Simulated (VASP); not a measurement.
Input of a VASP 6.6.1 run:

The input INCAR:

```
  PREC = Accurate
  ENCUT = 520
  EDIFF = 1E-6
  ISMEAR = 0
  SIGMA = 0.05
  LREAL = F
  LASPH = T
  NELM = 100
  ALGO = Fast
  ISIF = 2
  LWAVE = F
  LCHARG = F
  GGA = PE
  NBANDS = 18
```

KPOINTS

```
Automatic mesh
0
Gamma
  8 8 8
```

The input POSCAR:

```
SrAl3
1.0
    4.4677530092      0.0000000000      0.0000000000
    0.0000000000      4.4677530092      0.0000000000
    0.0000000000      0.0000000000      4.4677530092
Sr Al
1 3
Direct
    0.0000000000      0.0000000000      0.0000000000
    0.0000000000      0.5000000000      0.5000000000
    0.5000000000      0.5000000000      0.0000000000
    0.5000000000      0.0000000000      0.5000000000
```

Potentials or basis: VASP PAW PBE potentials, release 64 (Sr_sv, Al).

Command:

```console
$ cat potpaw_PBE.64/Sr_sv/POTCAR potpaw_PBE.64/Al/POTCAR > POTCAR
$ mpirun -np 1 vasp_std > vasp.out
```

What does it give for the pressure?

0.2 GPa.

Estimate the band gap on the k mesh.

zero (an odd number of electrons rules out a gap without spin polarisation).
